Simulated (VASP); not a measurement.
# CoSi16 (a cell with a defect) in VASP: single point with r2SCAN+D3(BJ)

Aim: the single point of CoSi16 (a cell with a defect) with r2SCAN+D3(BJ).

Everything below comes from runs of VASP 6.6.1. Logs are shortened: lines on timing, memory, paths and dates and some standing lists are left out, and cuts for length are marked.

### 1 The cell of the first run

The cell holds a defect, 17 atoms: a = 7.679 Å, b = 7.679 Å, c = 7.679 Å, α = 60.00°, β = 60.00°, γ = 60.00°.

### 2 Single point, r2SCAN+D3(BJ), collinear spin, ferromagnetic start

POSCAR reads:

```
CoSi16
1.0
    0.0000000000      5.4300000000      5.4300000000
    5.4300000000      0.0000000000      5.4300000000
    5.4300000000      5.4300000000      0.0000000000
Si Co
16 1
Direct
   -0.0077112339     -0.0078281768      0.0233613260
    0.1267561694      0.1261335175      0.1295029466
   -0.0018825967      0.0100168508      0.5010991713
    0.1222931860      0.1082022099      0.6490755064
    0.0064685083      0.4993939227     -0.0042209945
    0.1246989871      0.6173553407      0.1322851750
    0.0054209024      0.4816069061      0.5040674954
    0.1316848987      0.6173675875      0.6243149171
    0.4995368324      0.0077062615     -0.0070270718
    0.6178270718      0.1256377532      0.1294447514
    0.4926461326      0.0076297422      0.5009155617
    0.6188105893      0.1434383978      0.6211881215
    0.4974836096      0.4989040516     -0.0042206262
    0.6319892265      0.6328890424      0.1018616022
    0.5020091160      0.5168439227      0.4761573665
    0.6261115101      0.6150932781      0.6241660221
    0.8122153775      0.8124794659      0.5626976980
```

INCAR.step1 reads:

```
SYSTEM = CoSi16
ALGO = Normal
EDIFF = 1E-5
ENCUT = 580
GGA = PE
GGA_COMPAT = .False.
ISMEAR = 0
ISPIN = 2
LASPH = .True.
LCHARG = .False.
LMAXMIX = 4
LREAL = .False.
LWAVE = .True.
MAGMOM = 0 0 0 0 0 0 0 0 0 0 0 0 0 0 0 0 1.11
NBANDS = 54
NELM = 200
PREC = Accurate
SIGMA = 0.05
```

INCAR.step2 reads:

```
SYSTEM = CoSi16
ALGO = Normal
EDIFF = 1E-6
ENCUT = 580
GGA_COMPAT = .False.
ISIF = 2
ISMEAR = 0
ISPIN = 2
ISTART = 1
IVDW = 12
LASPH = .True.
LCHARG = .False.
LMAXMIX = 4
LMIXTAU = .True.
LORBIT = 11
LREAL = .False.
LWAVE = .False.
MAGMOM = 0 0 0 0 0 0 0 0 0 0 0 0 0 0 0 0 1.11
METAGGA = R2SCAN
NBANDS = 54
NELM = 200
PREC = Accurate
SIGMA = 0.05
VDW_A1 = 0.49484001
VDW_A2 = 5.73083694
VDW_S6 = 1.0
VDW_S8 = 0.78981345
```

KPOINTS reads:

```
k-points
0
Gamma
  2 2 2
  0 0 0
```

Potentials or basis: VASP PAW PBE potentials, release 64 (Si, Co).

The run is started by

```sh
$ cat potpaw_PBE.64/Si/POTCAR potpaw_PBE.64/Co/POTCAR > POTCAR
$ cp INCAR.step1 INCAR
$ mpirun -np 1 vasp_std > vasp.out
$ cp INCAR.step2 INCAR
$ mpirun -np 1 vasp_std > vasp.out
```

OUTCAR:

```text
SYSTEM = CoSi16
   EDIFF = 1E-6
   ENCUT = 580
   ISIF = 2
   ISMEAR = 0
   ISPIN = 2
   ISTART = 1
   IVDW = 12
   LASPH = .True.
   LORBIT = 11
   LREAL = .False.
   METAGGA = R2SCAN
   NELM = 200
   PREC = Accurate
 IVDW          = 12

 ion  position               nearest neighbor table
   1  0.992  0.992  0.023-   4 2.35  10 2.35   2 2.35   6 2.35
   2  0.127  0.126  0.130-   3 2.33   9 2.34   5 2.34   1 2.35
   3  0.998  0.010  0.501-  17 2.31   4 2.33   2 2.33  12 2.38   8 2.46
   4  0.122  0.108  0.649-  11 2.33   3 2.33   7 2.35   1 2.35
   5  0.006  0.499  0.996-   8 2.33   6 2.34   2 2.34  14 2.35
   6  0.125  0.617  0.132-   7 2.33   5 2.34  13 2.34   1 2.35
   7  0.005  0.482  0.504-   6 2.33   4 2.35  17 2.36  16 2.38   8 2.40
   8  0.132  0.617  0.624-  17 2.29  15 2.33   5 2.33   7 2.40   3 2.46
   9  0.500  0.008  0.993-  12 2.33  10 2.34   2 2.34  14 2.35
  10  0.618  0.126  0.129-  11 2.33   9 2.34  13 2.34   1 2.35
  11  0.493  0.008  0.501-  17 2.30   4 2.33  10 2.33  12 2.40  16 2.46
  12  0.619  0.143  0.621-   9 2.33  15 2.35  17 2.36   3 2.38  11 2.40
  13  0.497  0.499  0.996-  16 2.33   6 2.34  10 2.34  14 2.35
  14  0.632  0.633  0.102-  15 2.35   5 2.35  13 2.35   9 2.35
  15  0.502  0.517  0.476-   8 2.33  16 2.33  12 2.35  14 2.35
  16  0.626  0.615  0.624-  17 2.31  15 2.33  13 2.33   7 2.38  11 2.46
  17  0.812  0.812  0.563-   8 2.29  11 2.30   3 2.31  16 2.31   7 2.36  12 2.36

  LATTYP: Found a face centered cubic cell.
 ALAT       =    10.8600000000

  Lattice vectors:

 A1 = (   0.0000000000,   5.4300000000,   5.4300000000)
 A2 = (   5.4300000000,   0.0000000000,   5.4300000000)
 A3 = (   5.4300000000,   5.4300000000,   0.0000000000)

Analysis of symmetry for initial positions (statically):
=====================================================================
 Subroutine PRICEL returns:
 Original cell was already a primitive cell.

 Routine SETGRP: Setting up the symmetry group for a
 face centered cubic supercell.

 Subroutine GETGRP returns: Found  1 space group operations
 (whereof  1 operations were pure point group operations)
 out of a pool of 48 trial point group operations.

The static configuration has the point symmetry C_1 .

Analysis of symmetry for dynamics (positions and initial velocities):
=====================================================================
 Subroutine PRICEL returns:
 Original cell was already a primitive cell.

 Routine SETGRP: Setting up the symmetry group for a
 face centered cubic supercell.

 Subroutine GETGRP returns: Found  1 space group operations
 (whereof  1 operations were pure point group operations)
 out of a pool of 48 trial point group operations.

The dynamic configuration has the point symmetry C_1 .

Analysis of structural, dynamic, and magnetic symmetry:
=====================================================================
 Subroutine PRICEL returns:
 Original cell was already a primitive cell.

 Routine SETGRP: Setting up the symmetry group for a
 face centered cubic supercell.

 Subroutine GETGRP returns: Found  1 space group operations
 (whereof  1 operations were pure point group operations)
 out of a pool of 48 trial point group operations.

The overall configuration has the point symmetry C_1 .

 Subroutine INISYM returns: Found  1 space group operations
 (whereof  1 operations are pure point group operations),
 and found     1 'primitive' translations

----------------------------------------------------------------------------------------

                                     Primitive cell

  volume of cell :     320.2060

  direct lattice vectors                    reciprocal lattice vectors
     0.000000000  5.430000000  5.430000000    -0.092081031  0.092081031  0.092081031
     5.430000000  0.000000000  5.430000000     0.092081031 -0.092081031  0.092081031
     5.430000000  5.430000000  0.000000000     0.092081031  0.092081031 -0.092081031

  length of vectors
     7.679179644  7.679179644  7.679179644     0.159489025  0.159489025  0.159489025

  position of ions in fractional coordinates (direct lattice)
     0.992288766  0.992171823  0.023361326
     0.126756169  0.126133518  0.129502947
     0.998117403  0.010016851  0.501099171
     0.122293186  0.108202210  0.649075506
     0.006468508  0.499393923  0.995779005
     0.124698987  0.617355341  0.132285175
[... 9 lines left out ...]
     0.626111510  0.615093278  0.624166022
     0.812215378  0.812479466  0.562697698

  ion indices of the primitive-cell ions
   primitive index   ion index
                 1           1
                 2           2
[... 34 lines left out ...]
  Shift w.r.t. Gamma in fractional coordinates (k-lattice)
     0.000000000  0.000000000  0.000000000

 Subroutine IBZKPT returns following result:
 ===========================================

 Found      8 irreducible k-points:

 Following reciprocal coordinates:
            Coordinates               Weight
  0.000000  0.000000  0.000000      1.000000
  0.500000  0.000000  0.000000      1.000000
  0.000000  0.500000  0.000000      1.000000
  0.000000  0.000000  0.500000      1.000000
  0.500000  0.500000  0.500000      1.000000
  0.500000  0.500000  0.000000      1.000000
  0.000000  0.500000  0.500000      1.000000
  0.500000  0.000000  0.500000      1.000000
   k-points           NKPTS =      8   k-points in BZ     NKDIM =      8   number of bands    NBANDS=     54
   number of dos      NEDOS =    301   number of ions     NIONS =     17
   total plane-waves  NPLWV = 216000
   dimension x,y,z NGX =    60 NGY =   60 NGZ =   60
   dimension x,y,z NGXF=   120 NGYF=  120 NGZF=  120
   ions per type =              16   1
   NGX,Y,Z   is equivalent  to a cutoff of  12.99, 12.99, 12.99 a.u.
   NGXF,Y,Z  is equivalent  to a cutoff of  25.98, 25.98, 25.98 a.u.
 SYSTEM =  CoSi16
   PREC   = accura    normal or accurate (medium, high low for compatibility)
   ISTART =      1    job   : 0-new  1-cont  2-samecut
   ICHARG =      0    charge: 1-file 2-atom 10-const
   ISPIN  =      2    spin polarized calculation?
   LNONCOLLINEAR =      F non collinear calculations
   LSORBIT =      F    spin-orbit coupling
   LASPH  =      T    aspherical Exc in radial PAW
   ENCUT  =  580.0 eV  42.63 Ry    6.53 a.u.  15.08 15.08 15.08*2*pi/ulx,y,z
   NELM   =    200;   NELMIN=  2; NELMDL=  0     # of ELM steps
   EDIFF  = 0.1E-05   stopping-criterion for ELM
   LREAL  =      F    real-space projection
   EDIFFG = 0.1E-04   stopping-criterion for IOM
   NSW    =      0    number of steps for IOM
   IBRION =     -1    ionic relax: 0-MD 1-quasi-New 2-CG
   NFREE  =      0    steps in history (QN), initial steepest desc. (CG)
   ISIF   =      2    stress and relaxation
   ISYM   =      2    0-nonsym 1-usesym 2-fastsym
   POTIM  = 0.5000    time-step for ionic-motion
   TEBEG  =    0.0;   TEEND  =   0.0 temperature during run
   PSTRESS=    0.0 pullay stress
   NELECT =      73.0000    total number of electrons
   NUPDOWN=      -1.0000    fix difference up-down
   EMIN   =  10.00;   EMAX   =-10.00  energy-range for DOS
   EFERMI =   0.00;   METHOD = LEGACY
   ISMEAR =     0;   SIGMA  =   0.05  broadening in eV -4-tet -1-fermi 0-gaus
   EFERMI_NEDOS =   21; number of points for ismear=-14 and -15
   IALGO  =     38    algorithm
   IMIX   =      4    mixing-type and parameters
     AMIX     =   0.40;   BMIX     =  1.00
     AMIX_MAG =   1.60;   BMIX_MAG =  1.00
  volume/ion in A,a.u.               =      18.84       127.11
  Fermi-wavevector in a.u.,A,eV,Ry     =   1.000090  1.889897 13.608288  1.000181
  Thomas-Fermi vector in A             =   2.132424
   LORBIT       =     11    0 simple, 1 ext, 2 COOP (PROOUT), +10 PAW based schemes
   METAGGA = R2SCAN    functional components
   LHFCALC =     F    Hartree Fock is set to
   AEXX    =    0.0000 exact exchange contribution
   IVDW    =    12    specifies the selected vdW correction
   LEPSILON=     F    determine dielectric tensor
   LRPA    =     F    only Hartree local field effects (RPA)
 spin polarized calculation
 Gauss-broadening in eV      SIGMA  =   0.05
  energy-cutoff  :      580.00
  volume of cell :      320.21
 maximum number of plane-waves:     10200
   NGX = 31   NGY = 31   NGZ = 31

 number of electron      73.0000001 magnetization       1.2523791

 Free energy of the ion-electron system (eV)
  ---------------------------------------------------
  ext. energy  EPLUGINS =         0.00000000
  ---------------------------------------------------
  free energy    TOTEN  =      -150.74079719 eV

  energy without entropy =     -150.73862672  energy(sigma->0) =     -150.73971195

 E-fermi :   6.6970     XC(G=0): -10.1505

 val. band max:        6.6582634391   @ k =   0.5000   0.5000   0.5000
 cond. band min:       6.7463118343   @ k =   0.5000   0.0000   0.0000
 fundamental gap:      0.0880483952
 Fermi energy:         6.6969858165

 spin component 1

 k-point     1 :       0.0000    0.0000    0.0000
  band No.  band energies     occupation
      1      -6.5117      1.00000
      2      -4.0684      1.00000
      3      -4.0309      1.00000
      4      -3.9855      1.00000
      5      -3.9661      1.00000
      6      -2.2627      1.00000
[... 397 lines left out ...]
     47      10.7017      0.00000
     48      10.7127      0.00000
 Fermi energy:         6.6969858165

 spin component 2

 k-point     1 :       0.0000    0.0000    0.0000
  band No.  band energies     occupation
      1      -6.5072      1.00000
      2      -4.0545      1.00000
      3      -4.0313      1.00000
      4      -3.9735      1.00000
      5      -3.9607      1.00000
      6      -2.2534      1.00000
[... 397 lines left out ...]
     47      10.7341      0.00000
     48      10.7349      0.00000
 [bands above 48 left out]

------------------------ aborting loop because EDIFF is reached ----------------------------------------

 Edisp (eV)   -2.60558

 E8    (eV) :    -0.8313

  FORCE on cell =-STRESS in cart. coord.  units (eV):
  Direction    XX          YY          ZZ          XY          YZ          ZX
  --------------------------------------------------------------------------------------
  -------------------------------------------------------------------------------------
  Total       1.39726     2.95053     2.58360     0.88818    -0.30499    -1.16578
  in kB       6.99131    14.76322    12.92727     4.44410    -1.52606    -5.83306
  external pressure =       11.56 kB  Pullay stress =        0.00 kB

 VOLUME and BASIS-vectors are now :
 -----------------------------------------------------------------------------
  energy-cutoff  :      580.00
  volume of cell :      320.21
      direct lattice vectors                 reciprocal lattice vectors
     0.000000000  5.430000000  5.430000000    -0.092081031  0.092081031  0.092081031
     5.430000000  0.000000000  5.430000000     0.092081031 -0.092081031  0.092081031
     5.430000000  5.430000000  0.000000000     0.092081031  0.092081031 -0.092081031

 POSITION                                       TOTAL-FORCE (eV/Angst)
 -----------------------------------------------------------------------------------
      5.51435      5.51498     10.77562        -0.000915     -0.001099      0.000639
      1.38811      1.39149      1.37319         0.001786     -0.005255     -0.000271
      2.77536      8.14075      5.47417        -0.004417      0.005230      0.006496
      4.11202      4.18853      1.25159        -0.000722     -0.004567      0.004400
      8.11879      5.44220      2.74683        -0.001211     -0.001597     -0.003248
      4.07055      1.39542      4.02935        -0.001486     -0.004393      0.002503
[... 9 lines left out ...]
      6.72918      6.78901      6.73974         0.003722     -0.003420     -0.006079
      7.46721      7.46578      8.82209         0.000286     -0.004414     -0.002714
 -----------------------------------------------------------------------------------
    total drift:                                0.000002     -0.000043      0.000034

  FREE ENERGIE OF THE ION-ELECTRON SYSTEM (eV)
  ---------------------------------------------------
  free  energy   TOTEN  =      -153.3463799956 eV

  energy  without entropy=     -153.3442095312  energy(sigma->0) =     -153.34529476

 total charge

# of ion       s       p       d       tot
------------------------------------------
    1        0.736   0.976   0.000   1.712
    2        0.738   0.980   0.000   1.718
    3        0.731   0.982   0.000   1.713
    4        0.745   0.959   0.000   1.703
    5        0.738   0.980   0.000   1.719
    6        0.738   0.978   0.000   1.716
[... 9 lines left out ...]
   16        0.731   0.981   0.000   1.713
   17        0.463   0.514   7.543   8.520
--------------------------------------------------
tot         12.233  16.147   7.543  35.922

 magnetization (x)

# of ion       s       p       d       tot
------------------------------------------
    1        0.001   0.000   0.000   0.002
    2        0.001   0.004   0.000   0.005
    3       -0.001   0.005   0.000   0.004
    4       -0.000   0.005   0.000   0.004
    5        0.000   0.003   0.000   0.004
    6        0.001   0.004   0.000   0.004
[... 9 lines left out ...]
   16       -0.001   0.005   0.000   0.004
   17        0.027   0.006   1.105   1.138
--------------------------------------------------
tot          0.027   0.074   1.105   1.206
```

Wall time 19 min (1 thread of Intel Xeon 6975P-C (Granite Rapids), shared host); peak memory 0.89 GiB.

What came out:

| Property | Result |
| --- | --- |
| Free energy | -153.3464 eV |
| Pressure | 1.2 GPa |
| Largest force | 0.011 eV/Å |
| Net moment | 1.25 μB per cell |
| Site moments | Si +0.00, +0.01, -0.00 (each value once); Co +1.14 μB |
| Valence electrons inside the program's atomic spheres | Si 1.71, 1.72, 1.70 (each value once); Co 8.52 |
| Dispersion energy per atom | -0.153 eV |

Forces on the atoms (eV/Å):
```
Si  -0.001 -0.001  0.001
Si   0.002 -0.005  0.000
Si  -0.004  0.005  0.006
Si  -0.001 -0.005  0.004
Si  -0.001 -0.002 -0.003
Si  -0.001 -0.004  0.003
Si  -0.004  0.006  0.002
Si  -0.001  0.010  0.003
Si   0.001  0.005 -0.003
Si   0.002  0.001  0.003
Si   0.001 -0.008 -0.002
Si   0.004 -0.005 -0.001
Si  -0.002  0.005  0.001
Si   0.000  0.002 -0.001
Si   0.001  0.004 -0.004
Si   0.004 -0.003 -0.006
Co   0.000 -0.004 -0.003
```

Caveat: the k points lie up to 0.50 Å⁻¹ apart; the PAW data sets were made with another functional, which shifts forces and pressure a little.
